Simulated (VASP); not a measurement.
# Pt (Im-3m) in VASP: notebook

The runs below take Pt through relaxation of cell and atoms, with PBE.

All numbers are computed with VASP 6.6.1; they aren't measurements. Logs are shortened: lines on timing, memory, paths and dates and some standing lists are left out, and cuts for length are marked.

## Step 1: The cell of the first run

It takes space group Im-3m (No. 229, cubic). Conventional cell: a = 3.028 Å, b = 3.028 Å, c = 3.028 Å, α = 90.00°, β = 90.00°, γ = 90.00°. Within 3.5 Å of Pt (site symmetry m-3m) lie 14 Pt at 2.62 to 3.03 Å.

## Step 2: Relaxation of cell and atoms, PBE, target pressure 41 GPa, at which the enthalpy is minimised

INCAR

```
SYSTEM = Pt
PREC     = Accurate       ! precision mode
ENCUT    = 600            ! plane-wave cutoff, eV
EDIFF    = 1E-6           ! SCF threshold, eV
ISMEAR   = -1             ! smearing method
SIGMA    = 0.1            ! smearing width, eV
LREAL    = .False.        ! projectors in reciprocal space
LASPH    = .True.         ! aspherical terms in the spheres
NELM     = 80             ! most SCF steps
ALGO     = Normal         ! electronic algorithm
ISIF     = 3              ! what is computed and relaxed
LWAVE    = .False.        ! write WAVECAR
LCHARG   = .False.        ! write CHGCAR
GGA      = PE             ! functional
IBRION   = 2              ! ionic algorithm
NSW      = 60             ! ionic steps
EDIFFG   = -0.005         ! ionic threshold
PSTRESS  = 410.0
```

KPOINTS

```
regular mesh
0
Gamma
  18 18 18
  0 0 0
```

POSCAR

```
Pt
1.0
   -1.5139228063      1.5139228063      1.5139228063
    1.5139228063     -1.5139228063      1.5139228063
    1.5139228063      1.5139228063     -1.5139228063
Pt
1
Direct
    0.0000000000      0.0000000000      0.0000000000
```

Potentials or basis: VASP PAW PBE potentials, release 64 (Pt).

Run with:

```sh
$ cat potpaw_PBE.64/Pt/POTCAR > POTCAR
$ mpirun -np 1 vasp_std > vasp.out
```

OUTCAR:

```text
SYSTEM = Pt
   PREC = Accurate
   ENCUT = 600
   EDIFF = 1E-6
   ISMEAR = -1
   LREAL = .False.
   LASPH = .True.
   NELM = 80
   ISIF = 3
   GGA = PE
   IBRION = 2
   NSW = 60
   EDIFFG = -0.005
   PSTRESS = 410.0

 ion  position               nearest neighbor table
   1  0.000  0.000  0.000-

  LATTYP: Found a body centered cubic cell.
 ALAT       =     3.0278456126

  Lattice vectors:

 A1 = (  -1.5139228063,   1.5139228063,   1.5139228063)
 A2 = (   1.5139228063,  -1.5139228063,   1.5139228063)
 A3 = (   1.5139228063,   1.5139228063,  -1.5139228063)

Analysis of symmetry for initial positions (statically):
=====================================================================
 Subroutine PRICEL returns:
 Original cell was already a primitive cell.

 Routine SETGRP: Setting up the symmetry group for a
 body centered cubic supercell.

 Subroutine GETGRP returns: Found 48 space group operations
 (whereof 48 operations were pure point group operations)
 out of a pool of 48 trial point group operations.

The static configuration has the point symmetry O_h .

Analysis of symmetry for dynamics (positions and initial velocities):
=====================================================================
 Subroutine PRICEL returns:
 Original cell was already a primitive cell.

 Routine SETGRP: Setting up the symmetry group for a
 body centered cubic supercell.

 Subroutine GETGRP returns: Found 48 space group operations
 (whereof 48 operations were pure point group operations)
 out of a pool of 48 trial point group operations.

The dynamic configuration has the point symmetry O_h .

 Subroutine INISYM returns: Found 48 space group operations
 (whereof 48 operations are pure point group operations),
 and found     1 'primitive' translations

----------------------------------------------------------------------------------------

                                     Primitive cell

  volume of cell :      13.8794

  direct lattice vectors                    reciprocal lattice vectors
    -1.513922806  1.513922806  1.513922806     0.000000000  0.330267830  0.330267830
     1.513922806 -1.513922806  1.513922806     0.330267830  0.000000000  0.330267830
     1.513922806  1.513922806 -1.513922806     0.330267830  0.330267830  0.000000000

  length of vectors
     2.622191219  2.622191219  2.622191219     0.467069244  0.467069244  0.467069244

  position of ions in fractional coordinates (direct lattice)
     0.000000000  0.000000000  0.000000000

  ion indices of the primitive-cell ions
   primitive index   ion index
                 1           1

----------------------------------------------------------------------------------------

 KPOINTS: regular mesh

Automatic generation of k-mesh.
 Grid dimensions read from file:
 generate k-points for:   18   18   18

 Generating k-lattice:

  Cartesian coordinates                     Fractional coordinates (reciprocal lattice)
     0.000000000  0.018348213  0.018348213     0.055555556  0.000000000  0.000000000
     0.018348213  0.000000000  0.018348213     0.000000000  0.055555556  0.000000000
     0.018348213  0.018348213  0.000000000     0.000000000  0.000000000  0.055555556

  Length of vectors
     0.025948291  0.025948291  0.025948291

  Shift w.r.t. Gamma in fractional coordinates (k-lattice)
     0.000000000  0.000000000  0.000000000

 Subroutine IBZKPT returns following result:
 ===========================================

 Found    195 irreducible k-points:

 Following reciprocal coordinates:
            Coordinates               Weight
  0.000000  0.000000  0.000000      1.000000
  0.055556  0.000000  0.000000     12.000000
  0.111111  0.000000  0.000000     12.000000
  0.166667  0.000000  0.000000     12.000000
  0.222222  0.000000  0.000000     12.000000
  0.277778  0.000000  0.000000     12.000000
[... 16 lines left out ...]
  0.333333  0.111111 -0.000000     48.000000
  0.388889  0.111111  0.000000     48.000000
 [... further k-points ...]
   k-points           NKPTS =    195   k-points in BZ     NKDIM =    195   number of bands    NBANDS=      9
   number of dos      NEDOS =    301   number of ions     NIONS =      1
   total plane-waves  NPLWV =  13824
   dimension x,y,z NGX =    24 NGY =   24 NGZ =   24
   dimension x,y,z NGXF=    48 NGYF=   48 NGZF=   48
   ions per type =               1
   NGX,Y,Z   is equivalent  to a cutoff of  15.22, 15.22, 15.22 a.u.
   NGXF,Y,Z  is equivalent  to a cutoff of  30.43, 30.43, 30.43 a.u.
 SYSTEM =  Pt
   PREC   = accura    normal or accurate (medium, high low for compatibility)
   ISTART =      0    job   : 0-new  1-cont  2-samecut
   ICHARG =      2    charge: 1-file 2-atom 10-const
   ISPIN  =      1    spin polarized calculation?
   LNONCOLLINEAR =      F non collinear calculations
   LSORBIT =      F    spin-orbit coupling
   LASPH  =      T    aspherical Exc in radial PAW
   ENCUT  =  600.0 eV  44.10 Ry    6.64 a.u.   5.24  5.24  5.24*2*pi/ulx,y,z
   NELM   =     80;   NELMIN=  2; NELMDL= -5     # of ELM steps
   EDIFF  = 0.1E-05   stopping-criterion for ELM
   LREAL  =      F    real-space projection
   EDIFFG = -.5E-02   stopping-criterion for IOM
   NSW    =     60    number of steps for IOM
   IBRION =      2    ionic relax: 0-MD 1-quasi-New 2-CG
   NFREE  =      1    steps in history (QN), initial steepest desc. (CG)
   ISIF   =      3    stress and relaxation
   ISYM   =      2    0-nonsym 1-usesym 2-fastsym
   POTIM  = 0.5000    time-step for ionic-motion
   TEBEG  =    0.0;   TEEND  =   0.0 temperature during run
   PSTRESS=  410.0 pullay stress
   NELECT =      10.0000    total number of electrons
   NUPDOWN=      -1.0000    fix difference up-down
   EMIN   =  10.00;   EMAX   =-10.00  energy-range for DOS
   EFERMI =   0.00;   METHOD = LEGACY
   ISMEAR =    -1;   SIGMA  =   0.10  broadening in eV -4-tet -1-fermi 0-gaus
   EFERMI_NEDOS =   21; number of points for ismear=-14 and -15
   IALGO  =     38    algorithm
   IMIX   =      4    mixing-type and parameters
     AMIX     =   0.40;   BMIX     =  1.00
     AMIX_MAG =   1.60;   BMIX_MAG =  1.00
  volume/ion in A,a.u.               =      13.88        93.66
  Fermi-wavevector in a.u.,A,eV,Ry     =   1.467634  2.773426 29.306264  2.153950
  Thomas-Fermi vector in A             =   2.583228
   LORBIT       =      0    0 simple, 1 ext, 2 COOP (PROOUT), +10 PAW based schemes
   GGA     = PE    functional components
   LHFCALC =     F    Hartree Fock is set to
   AEXX    =    0.0000 exact exchange contribution
   IVDW    =     0    specifies the selected vdW correction
   LEPSILON=     F    determine dielectric tensor
   LRPA    =     F    only Hartree local field effects (RPA)
 conjugate gradient relaxation of ions
 non-spin polarized calculation
  energy-cutoff  :      600.00
  volume of cell :       13.88
 maximum number of plane-waves:       476
 NGX is ok and might be reduce to    24
   NGX = 11   NGY = 11   NGZ = 11

--------------------------------------- Ionic step        1  -------------------------------------------

 number of electron      10.0000000 magnetization

 Free energy of the ion-electron system (eV)
  ---------------------------------------------------
  ext. energy  EPLUGINS =         0.00000000
  ---------------------------------------------------
  free energy    TOTEN  =        -5.78817341 eV

  energy without entropy =       -5.76453739  energy(sigma->0) =       -5.77635540

------------------------ aborting loop because EDIFF is reached ----------------------------------------

  FORCE on cell =-STRESS in cart. coord.  units (eV):
  Direction    XX          YY          ZZ          XY          YZ          ZX
  --------------------------------------------------------------------------------------
  -------------------------------------------------------------------------------------
  Total        3.8335757      3.8335757      3.8335757      0.0000000     -0.0000000      0.0000000
  in kB      442.5307398    442.5307398    442.5307398      0.0000000     -0.0000000      0.0000000
  external PRESSURE =      32.5307398 kB  Pullay stress =     410.0000000 kB

 VOLUME and BASIS-vectors are now :
 -----------------------------------------------------------------------------
  energy-cutoff  :      600.00
  volume of cell :       13.88
      direct lattice vectors                 reciprocal lattice vectors
    -1.513922806  1.513922806  1.513922806     0.000000000  0.330267830  0.330267830
     1.513922806 -1.513922806  1.513922806     0.330267830  0.000000000  0.330267830
     1.513922806  1.513922806 -1.513922806     0.330267830  0.330267830  0.000000000
[... 44 lines left out ...]
  FREE ENERGIE OF THE ION-ELECTRON SYSTEM (eV)
  ---------------------------------------------------
  free  energy   TOTEN  =        -5.9151173822 eV

  energy  without entropy=       -5.8892568939  energy(sigma->0) =       -5.90218714

  enthalpy is  TOTEN    =        -2.2165111170 eV   P V=        3.6986062652

--------------------------------------- Ionic step        3  -------------------------------------------

 number of electron      10.0000000 magnetization

 Free energy of the ion-electron system (eV)
  ---------------------------------------------------
  ext. energy  EPLUGINS =         0.00000000
  ---------------------------------------------------
  free energy    TOTEN  =        -5.81516940 eV

  energy without entropy =       -5.79114760  energy(sigma->0) =       -5.80315850

 E-fermi :  12.5602     XC(G=0): -13.9407

 val. band max:       12.4935520414   @ k =  -0.3889  -0.4444   0.1111
 cond. band min:      12.5766862210   @ k =  -0.3889   0.3889   0.2222
 fundamental gap:      0.0831341796
 Fermi energy:        12.5602099373

 k-point     1 :       0.0000    0.0000    0.0000
  band No.  band energies     occupation
      1       1.7000      2.00000
      2       8.3264      2.00000
      3       8.3264      2.00000
      4       8.3264      2.00000
      5      11.2957      1.99999
      6      11.2957      1.99999
      7      29.5157      0.00000
      8      29.5157      0.00000
      9      29.5157      0.00000

 k-point     2 :       0.0556    0.0000    0.0000
  band No.  band energies     occupation
      1       1.8424      2.00000
      2       8.2649      2.00000
      3       8.3250      2.00000
      4       8.4466      2.00000
      5      11.2115      2.00000
      6      11.2994      1.99999
      7      29.5988      0.00000
      8      29.6970      0.00000
      9      29.7350      0.00000
[... 253 lines left out ...]
 k-point    24 :       0.3889    0.1111    0.0000
  band No.  band energies     occupation
      1       5.0820      2.00000
      2       6.7550      2.00000
      3      10.1123      2.00000
      4      11.0814      2.00000
      5      12.1653      1.96220
      6      14.9862      0.00000
      7      20.5402      0.00000
      8      26.1467      0.00000
      9      28.9077      0.00000

 [... further k-points ...]
[... 5 lines left out ...]
  --------------------------------------------------------------------------------------
  -------------------------------------------------------------------------------------
  Total        3.5746647      3.5746647      3.5746647     -0.0000000     -0.0000000      0.0000000
  in kB      409.6448717    409.6448717    409.6448717     -0.0000000     -0.0000000      0.0000000
  external PRESSURE =      -0.3551283 kB  Pullay stress =     410.0000000 kB

 VOLUME and BASIS-vectors are now :
 -----------------------------------------------------------------------------
  energy-cutoff  :      600.00
  volume of cell :       13.98
      direct lattice vectors                 reciprocal lattice vectors
    -1.517607482  1.517607482  1.517607482     0.000000000  0.329465956  0.329465956
     1.517607482 -1.517607482  1.517607482     0.329465956  0.000000000  0.329465956
     1.517607482  1.517607482 -1.517607482     0.329465956  0.329465956  0.000000000

 POSITION                                       TOTAL-FORCE (eV/Angst)
 -----------------------------------------------------------------------------------
      0.00000      0.00000      0.00000        -0.000000     -0.000000     -0.000000
 -----------------------------------------------------------------------------------
    total drift:                               -0.000000      0.000000      0.000000

  FREE ENERGIE OF THE ION-ELECTRON SYSTEM (eV)
  ---------------------------------------------------
  free  energy   TOTEN  =        -5.8151693976 eV

  energy  without entropy=       -5.7911475963  energy(sigma->0) =       -5.80315850

  enthalpy is  TOTEN    =        -2.2374057892 eV   P V=        3.5777636084

 reached required accuracy - stopping structural energy minimisation
```

Wall time 20 s (1 thread of Intel Xeon 6975P-C (Granite Rapids), shared host); peak memory 0.17 GiB.

What came out:

```
Free energy                                            : -5.8152 eV
Relaxed volume                                         : 13.98 Å³/atom
Relaxed cell                                           : a = 2.629 Å, b = 2.629 Å, c = 2.629 Å, α = 109.47°, β = 109.47°, γ = 109.47°
Space group after relaxing (to 0.05 Å)                 : Im-3m (No. 229)
Energy change on relaxing (the enthalpy is what falls) : -27.0 meV/atom
Ionic steps                                            : 3
Pressure after relaxing                                : 41.0 GPa
Band gap on the k mesh                                 : zero (band 5 reaches 13.78 eV, above the bottom of band 6 at 11.14 eV)
```

Step by step:
```tsv
step	energy change (eV)	largest force (eV/Å)	pressure (GPa)	volume (Å³)
1	0.0000	0.0000	44.25	13.88
2	-0.1269	0.0000	27.33	14.45
3	-0.0270	0.0000	40.96	13.98
```

Final structure:
```yaml
crystal:
  lattice:
    - [-1.51761, 1.51761, 1.51761]
    - [1.51761, -1.51761, 1.51761]
    - [1.51761, 1.51761, -1.51761]
  atoms:
    - { symbol: Pt, position: [0.00000, 0.00000, 0.00000] }
```

Caveat: the cell is relaxed towards a set pressure, so the enthalpy falls and the energy may rise; spin-orbit coupling is left out, which moves the levels of the heavy elements.

(Part 1 of 2 ends here.)
